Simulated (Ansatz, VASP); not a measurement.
## One calculation of Bi3Ir, two programs

```xyz
4
Lattice="4.6845 0.0000 0.0000 0.0000 4.6845 0.0000 0.0000 0.0000 4.6845" Properties=species:S:1:pos:R:3 pbc="T T T"
Bi    0.0000    2.3423    2.3423
Bi    2.3423    0.0000    2.3423
Bi    2.3423    2.3423    0.0000
Ir    0.0000    0.0000    0.0000
```

Alike in both runs: functional PBE; k mesh 10 × 10 × 10; occupations gaussian, width 0.1 eV; no spin polarisation.

Ansatz relaxed the structure, and its values are those at the end. VASP's run is a single point on that final structure, the one shown.

|  | VASP | Ansatz |
| --- | --- | --- |
| version | VASP 6.6.1 | Ansatz 0.2.0 |
| potentials or method | VASP PAW PBE potentials, release 64 (Bi_d, Ir), cutoff 520 eV | scalar-relativistic, plane waves, PAW |
| valence electrons in the cell | 54 | 62 |

Ansatz gave:

| Quantity | Value |
| --- | --- |
| gap on the k mesh at the Fermi level (eV) | none |
| pressure (GPa) | 0.0 |

**Question.** Estimate VASP's values.

**Answer.** gap on the k mesh at the Fermi level (eV): none; pressure (GPa): -0.1.

A gap of «none» marks a metal or a gap that the smearing closes. VASP's potentials hold 54 valence electrons a cell and Ansatz's 62, so a difference there can come from the potentials and not from the codes.

Spin-orbit coupling is off throughout.
